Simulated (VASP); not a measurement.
C:

```
CELL_PARAMETERS angstrom
0.00000 1.78459 1.78459
1.78014 0.00445 1.78014
1.78014 1.78014 0.00445
ATOMIC_POSITIONS crystal
C 0.50000 0.50000 0.50000
C 0.75000 0.75000 0.75000
```

This cell differs from its parent crystal: strain +0.0050 x Voigt [0, 0, 0, 1, 0, 0].

Base run:

* Program: VASP 6.6.1
* Functional: r2SCAN
* Potentials or basis: VASP PAW PBE potentials, release 64 (C_h)
* Cutoff: 910 eV
* k mesh: 12 × 12 × 12
* Occupations: gaussian, width 0.05 eV
* Spin: no spin polarisation

Its results: band gap on the k mesh 4.39 eV, indirect (least direct gap 5.82 eV); pressure -0.8 GPa; largest force 0.010 eV/Å.

The run is repeated on the same cell with these changes: potentials or basis from VASP PAW PBE potentials, release 64 (C_h) to VASP PAW PBE potentials, release 64 (C); cutoff from 910 eV to 520 eV; further incar settings from ALGO = Normal; EDIFF = 1e-06; NBANDS = 11 to ALGO = Normal; EDIFF = 1e-07; NBANDS = 11. What comes out?

Band gap on the k mesh 4.35 eV, indirect (least direct gap 5.77 eV); pressure 1.1 GPa; largest force 0.013 eV/Å.

Caveats: the PAW data sets were made with another functional, which shifts forces and pressure a little; the cutoff is under 1.25 times the usual one of these potentials, so pressure, stress and relaxed cells hold a basis-set (Pulay) error (some runs).

A k mesh can miss the band edges.
